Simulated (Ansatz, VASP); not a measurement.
Al in VASP and in Ansatz

Contents of INCAR:

```
SYSTEM = Al
PREC = Accurate
ENCUT = 600
EDIFF = 1E-7
ISMEAR = 0
SIGMA = 0.1
LREAL = .False.
LASPH = .True.
NELM = 80
ALGO = Fast
ISIF = 3
LWAVE = .False.
LCHARG = .False.
GGA = PE
IBRION = 2
NSW = 90
EDIFFG = -0.04
```

The input KPOINTS:

```
regular mesh
0
Gamma
  4 6 4
  0 0 0
```

POSCAR

```
Al
1.0
    6.3928638600      0.0000000000      0.0000000000
    0.0000000000      3.2102065700      0.0000000000
    0.0000000000      0.0000000000      6.4547466000
Al
8
Direct
    0.0298580000      0.2500000000      0.6612780000
    0.5298580000      0.2500000000      0.8387220000
    0.9701420000      0.7500000000      0.3387220000
    0.4701420000      0.7500000000      0.1612780000
    0.1536680000      0.2500000000      0.0676460300
    0.6536680000      0.2500000000      0.4323539700
    0.8463320000      0.7500000000      0.9323539700
    0.3463320000      0.7500000000      0.5676460300
```

Input for Ansatz:

```yaml
crystal:
  lattice:
    - [6.39286386, 0.0, 0.0]
    - [0.0, 3.21020657, 0.0]
    - [0.0, 0.0, 6.4547466]
  atoms:
    - { symbol: Al, position: [0.029858, 0.25, 0.661278] }
    - { symbol: Al, position: [0.529858, 0.25, 0.838722] }
    - { symbol: Al, position: [0.970142, 0.75, 0.338722] }
    - { symbol: Al, position: [0.470142, 0.75, 0.161278] }
    - { symbol: Al, position: [0.153668, 0.25, 0.06764603] }
    - { symbol: Al, position: [0.653668, 0.25, 0.43235397] }
    - { symbol: Al, position: [0.846332, 0.75, 0.93235397] }
    - { symbol: Al, position: [0.346332, 0.75, 0.56764603] }
basis:
  ecutwfc: 420
kpoints:
  mp_grid: { grid: [4, 6, 4] }
hamiltonian:
  xc: pbe
scf:
  occupations: { method: gaussian, width: 0.1 }
  lower_state_search: "off"
output:
  forces: true
  stress: true
  eigenvalues: true
relax:
  adjacent_minimum: "off"
  f_tol: 0.04
  max_steps: 70
  cell: { stress_tol: 0.4 }
```

Alike in both runs: task relaxation of cell and atoms; functional PBE; k mesh 4 × 6 × 4; occupations gaussian, width 0.1 eV; no spin polarisation.

```csv
,VASP,Ansatz
version,VASP 6.6.1,Ansatz 0.2.0
potentials or method,"VASP PAW PBE potentials, release 64 (Al), cutoff 600 eV","scalar-relativistic, plane waves, PAW"
valence electrons in the cell,24,24
```

VASP gave:

```
gap on the k mesh at the Fermi level, each at its own relaxed structure (eV) : none
relaxed volume (Å³/atom)                                                     : 17.87
relaxed length of the cell vector where the two differ most in proportion (Å)              : 6.315
```

Task: Estimate Ansatz's values.

Result: gap on the k mesh at the Fermi level, each at its own relaxed structure (eV): none; relaxed volume (Å³/atom): 17.85; relaxed length of the cell vector where the two differ most in proportion (Å): 6.301.

A gap of «none» marks a metal or a gap that the smearing closes.
